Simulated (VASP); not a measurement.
CaSe: relaxation of cell and atoms with r2SCAN

CaSe:

```
Ca Se
1.0
     2.96738    2.96738    0.00000
    -2.96738    2.96738    0.00000
     0.00000    2.96738    2.96738
Ca Se
1 1
Direct
  0.00000 0.00000 0.00000
  0.50000 0.50000 0.00000
```

```yaml
Program: VASP 6.6.1
Task: relaxation of cell and atoms
Functional: r2SCAN
Potentials_or_basis: VASP PAW PBE potentials, release 64 (Ca_sv, Se)
Cutoff: 600 eV
k_mesh: 8 × 8 × 8
Occupations: gaussian, width 0.01 eV
Spin: no spin polarisation
Target_pressure: 10 GPa
Dipole_correction: no
Further_INCAR_settings: ALGO = Normal; EDIFF = 1e-06; IBRION = 2; EDIFFG = -0.002; NSW = 100; ISIF = 3
```

```yaml
Relaxed_volume: 22.75 Å³/atom
Relaxed_cell: a = 4.007 Å, b = 4.007 Å, c = 4.007 Å, α = 60.00°, β = 60.00°, γ = 90.00°
Space_group_after_relaxing_to_0.05_Å: Fm-3m (No. 225)
Energy_change_on_relaxing_the_enthalpy_is_what_falls: +96.5 meV/atom
Ionic_steps: 6
Pressure_after_relaxing: 10.0 GPa
Band_gap_on_the_k_mesh: 2.12 eV, indirect (least direct gap 3.20 eV)
```

The path:
| step | energy change (eV) | largest force (eV/Å) | pressure (GPa) | volume (Å³) |
| --- | --- | --- | --- | --- |
| 1 | 0.0000 | 0.0000 | 0.25 | 52.26 |
| 2 | 0.6041 | 0.0000 | 20.96 | 41.13 |
| 3 | 0.1889 | 0.0000 | 9.87 | 45.57 |
| 4 | 0.1968 | 0.0000 | 10.12 | 45.44 |
| 5 | 0.1905 | 0.0000 | 9.92 | 45.54 |
| 6 | 0.1931 | 0.0000 | 10.01 | 45.50 |

Final structure:
```yaml
crystal:
  lattice:
    - [2.83349, 2.83349, 0.00000]
    - [-2.83349, 2.83349, 0.00000]
    - [0.00000, 2.83349, 2.83349]
  atoms:
    - { symbol: Ca, position: [0.00000, 0.00000, 0.00000] }
    - { symbol: Se, position: [0.50000, 0.50000, 0.00000] }
```

Levels at points of the mesh, in eV from the valence-band top:
```
           k point  band 6  band 7  band 8  band 9  band 10  band 11
(0.00, 0.00, 0.00)    0.00    0.00    0.00    4.13     4.13     4.13
(0.50, 0.00, 0.00)   -3.81   -1.50   -1.50    5.34     6.42     6.42
(0.50, 0.50, 0.00)   -2.88   -1.07   -1.07    2.12     5.80     6.41
```

It took 11 min on 1 thread of AMD EPYC 9R45 (Zen 5), with other jobs on the host, peak memory 0.2 GiB.

Caveat: the cell is relaxed towards a set pressure, so the enthalpy falls and the energy may rise; the PAW data sets were made with another functional, which shifts forces and pressure a little. A k mesh can miss the band edges.
